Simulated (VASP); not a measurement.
Here is a VASP 6.6.1 calculation.

File INCAR:

```
PREC = Accurate
ENCUT = 520
EDIFF = 1E-7
ISMEAR = 0
SIGMA = 0.15
LREAL = F
LASPH = T
NELM = 60
ALGO = Normal
ISIF = 2
LWAVE = F
LCHARG = T
GGA = PS
LELF = T
LVHAR = T
NBANDS = 21
```

The input KPOINTS:

```
Automatic mesh
0
Gamma
  16 16 16
```

File POSCAR:

```
Ge
1.0
    0.0000000000      2.9862396827      2.5383037303
    2.9862396827      0.0000000000      2.5383037303
    2.9862396827      2.9862396827      0.0000000000
Ge
2
Direct
    0.5000000000      0.5000000000      0.5000000000
    0.7500000000      0.7500000000      0.7500000000
```

Potentials or basis: VASP PAW PBE potentials, release 64 (Ge_d).

Run with:

```sh
$ cat potpaw_PBE.64/Ge_d/POTCAR > POTCAR
$ mpirun -np 1 vasp_std > vasp.out
```

Task: Estimate the band gap on the k mesh.

Result: Zero (bands 14 and 15 overlap by 0.86 eV).

Task: Predict the pressure.

Result: 0.2 GPa.

Stress tensor (GPa, compression positive):
```
-2.22  0.00  0.00
 0.00 -2.22  0.00
 0.00  0.00  4.93
```

Caveat: the stress differs along the axes, from -2 to 5 GPa; the PAW data sets were made with another functional, which shifts forces and pressure a little.
